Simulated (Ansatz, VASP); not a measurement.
# AgCl: VASP beside Ansatz

```
CELL_PARAMETERS angstrom
3.33116 0.00000 0.00000
0.00000 3.33116 0.00000
0.00000 0.00000 6.66232
ATOMIC_POSITIONS crystal
Ag 0.83249 0.00000 0.00000
Ag 0.16751 0.00000 0.50000
Cl 0.32138 0.50000 0.25000
Cl 0.67862 0.50000 0.75000
```

Change from the starting cell: mode 1 frozen in at -0.595 Å and mode 6 at -0.558 Å (largest displacements).

Alike in both runs: task single point; functional PBEsol; k mesh 10 × 10 × 6; occupations gaussian, width 0.05 eV; no spin polarisation.

|  | VASP | Ansatz |
| --- | --- | --- |
| version | VASP 6.6.1 | Ansatz 0.2.0 |
| potentials or method | VASP PAW PBE potentials, release 64 (Ag, Cl), cutoff 520 eV | scalar-relativistic, plane waves, PAW |
| valence electrons in the cell | 36 | 52 |

Ansatz gave:

| Property | Result |
| --- | --- |
| gap on the k mesh at the Fermi level (eV) | 0.34 |
| least direct gap on the mesh (eV) | 0.34 |
| pressure (GPa) | 8.2 |
| traceless stress, the component that is largest in VASP (GPa) | -5.03 |
| rms of the force components (eV/Å) | 0.750 |

Problem. Estimate VASP's values.

Solution. gap on the k mesh at the Fermi level (eV): 0.34; least direct gap on the mesh (eV): 0.34; pressure (GPa): 8.0; traceless stress, the component that is largest in VASP (GPa): -5.01; rms of the force components (eV/Å): 0.748.

VASP's potentials were made for PBE, not for PBEsol. Atom by atom the forces differ by 0.002 eV/Å (rms over components). The functional is the same, so the differences come from potentials, cutoffs and numerics. VASP's potentials hold 36 valence electrons a cell and Ansatz's 52, so a difference there can come from the potentials and not from the codes.
